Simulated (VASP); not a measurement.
Set up this calculation in VASP 6.6.1, as the native input.

```yaml
Task: single point
Functional: PBE
Potentials_or_basis: VASP PAW PBE potentials, release 64 (Ir)
Cutoff: 520 eV
k_mesh: 16 × 16 × 16
Occupations: fermi-dirac, width 0.1 eV
Spin: no spin polarisation
Dipole_correction: no
Further_INCAR_settings: ALGO = Normal; EDIFF = 1e-06; NBANDS = 10
```

The structure of Ir lies in POSCAR:

```
Ir
1.0
   -1.5762414942      1.5762414942      1.5762414942
    1.5762414942     -1.5762414942      1.5762414942
    1.5762414942      1.5762414942     -1.5762414942
Ir
1
Direct
    0.0000000000      0.0000000000      0.0000000000
```

This cell differs from its parent crystal: volume scaled by 1.04.

The input as run:

INCAR

```
  ALGO = Normal
  EDIFF = 1E-6
  ENCUT = 520
  GGA = PE
  ISIF = 2
  ISMEAR = -1
  LASPH = T
  LCHARG = F
  LREAL = F
  LWAVE = F
  NBANDS = 10
  NELM = 60
  PREC = Accurate
  SIGMA = 0.1
```

KPOINTS

```
k-points
0
Gamma
  16 16 16
```

Potentials or basis: VASP PAW PBE potentials, release 64 (Ir).

Command:

```bash
$ cat potpaw_PBE.64/Ir/POTCAR > POTCAR
$ mpirun -np 1 vasp_std > vasp.out
```

It gave:

```json
{"Pressure": "-10.4 GPa"}
```

It took 7 s on 1 thread of Intel(R) Xeon(R) 6975P-C (Granite Rapids), on a shared host, peak memory 0.14 GiB.
